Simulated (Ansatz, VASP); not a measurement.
Two plane-wave programs on W

INCAR

```
ALGO     = Fast           # electronic algorithm
EDIFF    = 1E-6           # SCF threshold, eV
ENCUT    = 520            # plane-wave cutoff, eV
GGA      = PE             # functional
ISIF     = 2              # what is computed and relaxed
ISMEAR   = 0              # smearing method
LASPH    = T              # aspherical terms in the spheres
LCHARG   = F              # write CHGCAR
LREAL    = F              # projectors in reciprocal space
LWAVE    = F              # write WAVECAR
NBANDS   = 13             # bands
NELM     = 60             # most SCF steps
PREC     = Accurate       # precision mode
SIGMA    = 0.1            # smearing width, eV
```

KPOINTS

```
k-points
0
Gamma
  18 18 18
```

Contents of POSCAR:

```
W
1.0
   -1.6431604602      1.6431604602      1.6431604602
    1.6431604602     -1.6431604602      1.6431604602
    1.6431604602      1.6431604602     -1.6431604602
W
1
Direct
    0.0000000000      0.0000000000      0.0000000000
```

Input for Ansatz:

```yaml
crystal:
  lattice:
    - [-1.6431604604, 1.6431604604, 1.6431604604]
    - [1.6431604604, -1.6431604604, 1.6431604604]
    - [1.6431604604, 1.6431604604, -1.6431604604]
  atoms:
    - { symbol: W, position: [0.0, 0.0, 0.0] }
basis:
  ecutwfc: 420
kpoints:
  mp_grid: { grid: [18, 18, 18] }
hamiltonian:
  xc: pbe
scf:
  occupations: { method: gaussian, width: 0.1 }
output:
  forces: true
  stress: true
  eigenvalues: true
  write_density: true
  write_potential: true
  elf: true
  volumetric_format: npy
```

Alike in both runs: task single point; functional PBE; k mesh 18 × 18 × 18; occupations gaussian, width 0.1 eV; no spin polarisation.

|  | VASP | Ansatz |
| --- | --- | --- |
| version | VASP 6.6.1 | Ansatz 0.2.0 |
| potentials or method | VASP PAW PBE potentials, release 64 (W_sv), cutoff 520 eV | scalar-relativistic, plane waves, PAW |
| valence electrons in the cell | 14 | 14 |

```tsv
	VASP	Ansatz	Ansatz less VASP
gap on the k mesh at the Fermi level (eV)	none	none	-
pressure (GPa)	-23.2	-23.6	-0.30
```

A gap of «none» marks a metal or a gap that the smearing closes.

Neither program's run includes spin-orbit coupling.
